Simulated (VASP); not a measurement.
# SnW4 (F-43m) in VASP: notebook, part 2 of 2

VASP 6.6.1.

## Step 3: Relaxation of cell and atoms, PBE

INCAR

```
ALGO = Fast
EDIFF = 1E-6
EDIFFG = -0.01
ENCUT = 600
GGA = PE
IBRION = 2
ISIF = 3
ISMEAR = 0
LASPH = T
LCHARG = F
LREAL = F
LWAVE = F
NELM = 100
NSW = 100
PREC = Accurate
SIGMA = 0.1
```

KPOINTS

```
k-points
0
Gamma
  10 10 10
```

POSCAR

```
SnW4
1.0
    0.0000000000      3.7742142973      3.7742142973
    3.7742142973      0.0000000000      3.7742142973
    3.7742142973      3.7742142973      0.0000000000
Sn W
1 4
Direct
    0.2500000000      0.2500000000      0.2500000000
    0.8728498351      0.3814504948      0.8728498351
    0.8728498351      0.8728498351      0.8728498351
    0.3814504948      0.8728498351      0.8728498351
    0.8728498351      0.8728498351      0.3814504948
```

Potentials or basis: VASP PAW PBE potentials, release 64 (Sn_d, W_sv).

Command:

```bash
$ cat potpaw_PBE.64/Sn_d/POTCAR potpaw_PBE.64/W_sv/POTCAR > POTCAR
$ mpirun -np 1 vasp_std > vasp.out
```

OUTCAR:

```text
EDIFF = 1E-6
   EDIFFG = -0.01
   ENCUT = 600
   GGA = PE
   IBRION = 2
   ISIF = 3
   ISMEAR = 0
   LASPH = T
   LREAL = F
   NELM = 100
   NSW = 100
   PREC = Accurate

 ion  position               nearest neighbor table
   1  0.250  0.250  0.250-   2 3.13   4 3.13   5 3.13   3 3.13   3 3.13   3 3.13   2 3.13   5 3.13
                             4 3.13   2 3.13   4 3.13   5 3.13
   2  0.873  0.381  0.873-   3 2.62   4 2.62   5 2.62   4 2.71   5 2.71   3 2.71   1 3.13   1 3.13
                             1 3.13
   3  0.873  0.873  0.873-   2 2.62   4 2.62   5 2.62   4 2.71   2 2.71   5 2.71   1 3.13   1 3.13
                             1 3.13
   4  0.381  0.873  0.873-   2 2.62   3 2.62   5 2.62   2 2.71   5 2.71   3 2.71   1 3.13   1 3.13
                             1 3.13
   5  0.873  0.873  0.381-   2 2.62   3 2.62   4 2.62   2 2.71   4 2.71   3 2.71   1 3.13   1 3.13
                             1 3.13

  LATTYP: Found a face centered cubic cell.
 ALAT       =     7.5484285946

  Lattice vectors:

 A1 = (   0.0000000000,   3.7742142973,   3.7742142973)
 A2 = (   3.7742142973,   0.0000000000,   3.7742142973)
 A3 = (   3.7742142973,   3.7742142973,   0.0000000000)

Analysis of symmetry for initial positions (statically):
=====================================================================
 Subroutine PRICEL returns:
 Original cell was already a primitive cell.

 Routine SETGRP: Setting up the symmetry group for a
 face centered cubic supercell.

 Subroutine GETGRP returns: Found 24 space group operations
 (whereof 24 operations were pure point group operations)
 out of a pool of 48 trial point group operations.

The static configuration has the point symmetry T_d .

Analysis of symmetry for dynamics (positions and initial velocities):
=====================================================================
 Subroutine PRICEL returns:
 Original cell was already a primitive cell.

 Routine SETGRP: Setting up the symmetry group for a
 face centered cubic supercell.

 Subroutine GETGRP returns: Found 24 space group operations
 (whereof 24 operations were pure point group operations)
 out of a pool of 48 trial point group operations.

The dynamic configuration has the point symmetry T_d .

 Subroutine INISYM returns: Found 24 space group operations
 (whereof 24 operations are pure point group operations),
 and found     1 'primitive' translations

----------------------------------------------------------------------------------------

                                     Primitive cell

  volume of cell :     107.5251

  direct lattice vectors                    reciprocal lattice vectors
     0.000000000  3.774214297  3.774214297    -0.132477904  0.132477904  0.132477904
     3.774214297  0.000000000  3.774214297     0.132477904 -0.132477904  0.132477904
     3.774214297  3.774214297  0.000000000     0.132477904  0.132477904 -0.132477904

  length of vectors
     5.337545047  5.337545047  5.337545047     0.229458461  0.229458461  0.229458461

  position of ions in fractional coordinates (direct lattice)
     0.250000000  0.250000000  0.250000000
     0.872849835  0.381450495  0.872849835
     0.872849835  0.872849835  0.872849835
     0.381450495  0.872849835  0.872849835
     0.872849835  0.872849835  0.381450495

  ion indices of the primitive-cell ions
   primitive index   ion index
                 1           1
[... 55 lines left out ...]
  0.300000  0.300000  0.000000      6.000000
  0.400000  0.300000  0.000000     24.000000
 [... further k-points ...]
   k-points           NKPTS =     47   k-points in BZ     NKDIM =     47   number of bands    NBANDS=     42
   number of dos      NEDOS =    301   number of ions     NIONS =      5
   total plane-waves  NPLWV = 110592
   dimension x,y,z NGX =    48 NGY =   48 NGZ =   48
   dimension x,y,z NGXF=    96 NGYF=   96 NGZF=   96
   ions per type =               1   4
   NGX,Y,Z   is equivalent  to a cutoff of  14.95, 14.95, 14.95 a.u.
   NGXF,Y,Z  is equivalent  to a cutoff of  29.90, 29.90, 29.90 a.u.
 SYSTEM =  unknown system
   PREC   = accura    normal or accurate (medium, high low for compatibility)
   ISTART =      0    job   : 0-new  1-cont  2-samecut
   ICHARG =      2    charge: 1-file 2-atom 10-const
   ISPIN  =      1    spin polarized calculation?
   LNONCOLLINEAR =      F non collinear calculations
   LSORBIT =      F    spin-orbit coupling
   LASPH  =      T    aspherical Exc in radial PAW
   ENCUT  =  600.0 eV  44.10 Ry    6.64 a.u.  10.66 10.66 10.66*2*pi/ulx,y,z
   NELM   =    100;   NELMIN=  2; NELMDL= -5     # of ELM steps
   EDIFF  = 0.1E-05   stopping-criterion for ELM
   LREAL  =      F    real-space projection
   EDIFFG = -.1E-01   stopping-criterion for IOM
   NSW    =    100    number of steps for IOM
   IBRION =      2    ionic relax: 0-MD 1-quasi-New 2-CG
   NFREE  =      1    steps in history (QN), initial steepest desc. (CG)
   ISIF   =      3    stress and relaxation
   ISYM   =      2    0-nonsym 1-usesym 2-fastsym
   POTIM  = 0.5000    time-step for ionic-motion
   TEBEG  =    0.0;   TEEND  =   0.0 temperature during run
   PSTRESS=    0.0 pullay stress
   NELECT =      70.0000    total number of electrons
   NUPDOWN=      -1.0000    fix difference up-down
   EMIN   =  10.00;   EMAX   =-10.00  energy-range for DOS
   EFERMI =   0.00;   METHOD = LEGACY
   ISMEAR =     0;   SIGMA  =   0.10  broadening in eV -4-tet -1-fermi 0-gaus
   EFERMI_NEDOS =   21; number of points for ismear=-14 and -15
   IALGO  =     68    algorithm
   IMIX   =      4    mixing-type and parameters
     AMIX     =   0.40;   BMIX     =  1.00
     AMIX_MAG =   1.60;   BMIX_MAG =  1.00
  volume/ion in A,a.u.               =      21.51       145.12
  Fermi-wavevector in a.u.,A,eV,Ry     =   1.418854  2.681245 27.390513  2.013146
  Thomas-Fermi vector in A             =   2.539936
   LORBIT       =      0    0 simple, 1 ext, 2 COOP (PROOUT), +10 PAW based schemes
   GGA     = PE    functional components
   LHFCALC =     F    Hartree Fock is set to
   AEXX    =    0.0000 exact exchange contribution
   IVDW    =     0    specifies the selected vdW correction
   LEPSILON=     F    determine dielectric tensor
   LRPA    =     F    only Hartree local field effects (RPA)
 conjugate gradient relaxation of ions
 non-spin polarized calculation
 RMM-DIIS sequential band-by-band and
 Gauss-broadening in eV      SIGMA  =   0.10
  energy-cutoff  :      600.00
  volume of cell :      107.53
 maximum number of plane-waves:      3647
 NGX is ok and might be reduce to    48
   NGX = 21   NGY = 21   NGZ = 21

--------------------------------------- Ionic step        1  -------------------------------------------

 number of electron      70.0000000 magnetization

 Free energy of the ion-electron system (eV)
  ---------------------------------------------------
  ext. energy  EPLUGINS =         0.00000000
  ---------------------------------------------------
  free energy    TOTEN  =       -49.54774334 eV

  energy without entropy =      -49.51385800  energy(sigma->0) =      -49.53080067

------------------------ aborting loop because EDIFF is reached ----------------------------------------

  FORCE on cell =-STRESS in cart. coord.  units (eV):
  Direction    XX          YY          ZZ          XY          YZ          ZX
  --------------------------------------------------------------------------------------
  -------------------------------------------------------------------------------------
  Total        0.0007847      0.0007847      0.0007847      0.0000000      0.0000000      0.0000000
  in kB        0.0116928      0.0116928      0.0116928      0.0000000      0.0000000      0.0000000
  external PRESSURE =       0.0116928 kB  Pullay stress =       0.0000000 kB
[... 143 lines left out ...]
--------------------------------------- Ionic step        5  -------------------------------------------

 number of electron      69.9999999 magnetization

 Free energy of the ion-electron system (eV)
  ---------------------------------------------------
  ext. energy  EPLUGINS =         0.00000000
  ---------------------------------------------------
  free energy    TOTEN  =       -49.54936240 eV

  energy without entropy =      -49.51582094  energy(sigma->0) =      -49.53259167

 E-fermi :   7.8630     XC(G=0): -11.5173

 val. band max:        7.8621269157   @ k =   0.5000   0.2000   0.1000
 cond. band min:       7.8723547318   @ k =   0.5000   0.1000   0.0000
 fundamental gap:      0.0102278161
 Fermi energy:         7.8630440534

 k-point     1 :       0.0000    0.0000    0.0000
  band No.  band energies     occupation
      1     -65.9575      2.00000
      2     -65.7896      2.00000
      3     -65.7896      2.00000
      4     -65.7896      2.00000
      5     -31.2217      2.00000
      6     -30.5538      2.00000
[... 1069 lines left out ...]
     41      10.4419      0.00000
     42      10.6511      0.00000

 [... further k-points ...]
[... 5 lines left out ...]
  --------------------------------------------------------------------------------------
  -------------------------------------------------------------------------------------
  Total        0.0216374      0.0216374      0.0216374      0.0000000      0.0000000      0.0000000
  in kB        0.3221580      0.3221580      0.3221580      0.0000000      0.0000000      0.0000000
  external PRESSURE =       0.3221580 kB  Pullay stress =       0.0000000 kB
[... 20 lines left out ...]
  FREE ENERGIE OF THE ION-ELECTRON SYSTEM (eV)
  ---------------------------------------------------
  free  energy   TOTEN  =       -49.5493624002 eV

  energy  without entropy=      -49.5158209363  energy(sigma->0) =      -49.53259167

 reached required accuracy - stopping structural energy minimisation
```

CONTCAR:

```text
SnW4
   1.00000000000000
    -0.0000000000000000    3.7751908608560201    3.7751908608560201
     3.7751908608560201    0.0000000000000000    3.7751908608560201
     3.7751908608560201    3.7751908608560201    0.0000000000000000
  Sn              W
     1     4
Direct
     0.2500000000000000    0.2500000000000000    0.2500000000000000
     0.8724209320793630    0.3827372038619056    0.8724209320793630
     0.8724209320793630    0.8724209320793630    0.8724209320793630
     0.3827372038619056    0.8724209320793630    0.8724209320793630
     0.8724209320793630    0.8724209320793630    0.3827372038619056

  0.00000000E+00  0.00000000E+00  0.00000000E+00
  0.00000000E+00  0.00000000E+00  0.00000000E+00
  0.00000000E+00  0.00000000E+00  0.00000000E+00
  0.00000000E+00  0.00000000E+00  0.00000000E+00
  0.00000000E+00  0.00000000E+00  0.00000000E+00
```

Run time: 22 min. Hardware: 1 thread of AMD EPYC 7R13 (Zen 3), shared host; peak memory 0.45 GiB.

Results:

```yaml
Free_energy: -49.5494 eV
Relaxed_volume: 21.52 Å³/atom
Relaxed_cell: a = 5.339 Å, b = 5.339 Å, c = 5.339 Å, α = 60.00°, β = 60.00°, γ = 60.00°
Space_group_after_relaxing_to_0.1_Å: F-43m (No. 216)
Energy_gained_by_relaxing: 0.3 meV/atom
Ionic_steps: 5
Pressure_after_relaxing: 0.0 GPa
Band_gap_on_the_k_mesh: zero (bands 35 and 36 overlap by 1.56 eV)
```

The path:
| step | energy change (eV) | largest force (eV/Å) | pressure (GPa) | volume (Å³) |
| --- | --- | --- | --- | --- |
| 1 | 0.0000 | 0.1435 | 0.00 | 107.53 |
| 2 | -0.0015 | 0.0382 | 0.17 | 107.53 |
| 3 | -0.0016 | 0.0005 | 0.13 | 107.53 |
| 4 | -0.0015 | 0.0009 | -0.24 | 107.79 |
| 5 | -0.0016 | 0.0004 | 0.03 | 107.61 |

Final structure:
```
Sn W
1.0
     0.00000    3.77519    3.77519
     3.77519    0.00000    3.77519
     3.77519    3.77519    0.00000
Sn W
1 4
Direct
  0.25000 0.25000 0.25000
  0.87242 0.38274 0.87242
  0.87242 0.87242 0.87242
  0.38274 0.87242 0.87242
  0.87242 0.87242 0.38274
```

Levels at points of the mesh, in eV from the Fermi level:
| k point | band 31 | band 32 | band 33 | band 34 | band 35 | band 36 | band 37 | band 38 | band 39 | band 40 |
| --- | --- | --- | --- | --- | --- | --- | --- | --- | --- | --- |
| (0.00, 0.00, 0.00) | -2.55 | -0.24 | 1.13 | 1.13 | 1.13 | 2.39 | 2.39 | 2.39 | 2.48 | 2.48 |
| (0.50, 0.00, 0.00) | -1.41 | -1.41 | -1.00 | -0.58 | -0.58 | -0.24 | -0.24 | 1.74 | 2.17 | 2.46 |
| (0.50, 0.50, 0.00) | -2.06 | -1.54 | -1.17 | -0.44 | -0.44 | -0.43 | 0.10 | 0.19 | 0.19 | 1.76 |

Caveat: spin-orbit coupling is left out, which moves the levels of the heavy elements.
